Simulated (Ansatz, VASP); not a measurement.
**SiAs4: VASP beside Ansatz**

Contents of INCAR:

```
SYSTEM = SiAs4
  PREC = Accurate
  ENCUT = 520
  EDIFF = 1E-6
  ISMEAR = 0
  SIGMA = 0.1
  LREAL = .FALSE.
  LASPH = .TRUE.
  NELM = 100
  ALGO = Normal
  ISIF = 2
  LWAVE = .FALSE.
  LCHARG = .FALSE.
  GGA = PE
  NBANDS = 20
```

The input KPOINTS:

```
regular mesh
0
G
  4 4 4
  0 0 0
```

Contents of POSCAR:

```
SiAs4
1.0
    4.8355577800      0.0000000000      0.0000000000
    0.0000000000      4.8355577800      0.0000000000
    0.0000000000      0.0000000000      4.8355577800
Si As
1 4
Direct
    0.5000000000      0.5000000000      0.5000000000
    0.0000000000      0.0000000000      0.0000000000
    0.5000000000      0.5000000000      0.0000000000
    0.5000000000      0.0000000000      0.5000000000
    0.0000000000      0.5000000000      0.5000000000
```

Input for Ansatz:

```yaml
crystal:
  lattice:
    - [4.83555778, 0.0, 0.0]
    - [0.0, 4.83555778, 0.0]
    - [0.0, 0.0, 4.83555778]
  atoms:
    - { symbol: Si, position: [0.5, 0.5, 0.5] }
    - { symbol: As, position: [0.0, 0.0, 0.0] }
    - { symbol: As, position: [0.5, 0.5, 0.0] }
    - { symbol: As, position: [0.5, 0.0, 0.5] }
    - { symbol: As, position: [0.0, 0.5, 0.5] }
basis:
  ecutwfc: 420
kpoints:
  mp_grid: { grid: [4, 4, 4] }
hamiltonian:
  xc: pbe
scf:
  occupations: { method: gaussian, width: 0.1 }
  lower_state_search: "off"
output:
  forces: true
  stress: true
  eigenvalues: true
```

Change from the starting cell: species swapped into the Mn4N type (Pm-3m, No. 221).

Alike in both runs: task single point; functional PBE; k mesh 4 × 4 × 4; occupations gaussian, width 0.1 eV; no spin polarisation.

|  | VASP | Ansatz |
| --- | --- | --- |
| version | VASP 6.6.1 | Ansatz 0.2.0 |
| potentials or method | VASP PAW PBE potentials, release 64 (Si, As), cutoff 520 eV | scalar-relativistic, plane waves, PAW |
| valence electrons in the cell | 24 | 64 |

```tsv
	VASP	Ansatz	Ansatz less VASP
gap on the k mesh at the Fermi level (eV)	none	none	-
pressure (GPa)	-2.8	-2.9	-0.10
```

A gap of «none» marks a metal or a gap that the smearing closes. The functional is the same, so the differences come from potentials, cutoffs and numerics. VASP's potentials hold 24 valence electrons a cell and Ansatz's 64, so a difference there can come from the potentials and not from the codes.
